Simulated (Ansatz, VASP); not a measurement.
# Two plane-wave programs on Ru

```xyz
1
Lattice="-1.5353 1.5353 1.5353 1.5353 -1.5353 1.5353 1.5353 1.5353 -1.5353" Properties=species:S:1:pos:R:3 pbc="T T T"
Ru    0.0000    0.0000    0.0000
```

Alike in both runs: functional RPBE; k mesh 15 × 15 × 15; occupations fermi-dirac, width 0.1 eV; no spin polarisation.

Ansatz relaxed the structure, and its values are those at the end. VASP's run is a single point on that final structure, the one shown.

|  | VASP | Ansatz |
| --- | --- | --- |
| version | VASP 6.6.1 | Ansatz 0.2.0 |
| potentials or method | VASP PAW PBE potentials, release 64 (Ru_pv), cutoff 520 eV | plane waves (420 eV) with PAW, scalar-relativistic |
| valence electrons in the cell | 14 | 16 |

```tsv
	VASP	Ansatz	Ansatz less VASP
pressure (GPa)	-0.1	0.0	+0.08
```

VASP's potentials were made for PBE, not for RPBE. With one functional, cell and mesh, what is left measures potentials, basis and numerics. VASP's potentials hold 14 valence electrons a cell and Ansatz's 16, so a difference there can come from the potentials and not from the codes.
